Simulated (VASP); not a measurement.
**ReSb3: single point with PBE**

Crystal: ReSb3.

```
Re Sb
1.0
     4.48293    0.00000    0.00000
     0.00000    4.48293    0.00000
     0.00000    0.00000    4.48293
Re Sb
1 3
Direct
  0.00000 0.00000 0.00000
  0.00000 0.50000 0.50000
  0.50000 0.00000 0.50000
  0.50000 0.50000 0.00000
```

- Program: VASP 6.6.1
- Task: single point
- Functional: PBE
- Potentials or basis: VASP PAW PBE potentials, release 64 (Re, Sb)
- Cutoff: 600 eV
- k mesh: 10 × 10 × 10
- Occupations: gaussian, width 0.1 eV
- Spin: no spin polarisation
- Dipole correction: no
- Further INCAR settings: ALGO = Normal; EDIFF = 1e-06; NBANDS = 19

The pressure is -0.1 GPa and the band gap on the k mesh is zero (band 11 reaches 9.56 eV, above the bottom of band 12 at 8.69 eV).

Levels at points of the mesh, in eV from the Fermi level:
```
           k point  band 9  band 10  band 11  band 12  band 13  band 14
(0.00, 0.00, 0.00)   -0.90    -0.90    -0.27    -0.27     0.86     0.86
(0.50, 0.00, 0.00)   -1.77    -0.82    -0.81    -0.06     0.40     0.40
(0.50, 0.50, 0.00)   -0.78    -0.78    -0.74    -0.49     0.33     2.79
(0.50, 0.50, 0.50)   -0.18    -0.18     0.38     0.38     0.38     4.67
```

Wall time 56 s on 1 thread of Intel(R) Xeon(R) Platinum 8488C (Sapphire Rapids), on a shared host, peak memory 0.28 GiB.

Caveat: spin-orbit coupling is left out, which moves the levels of the heavy elements.
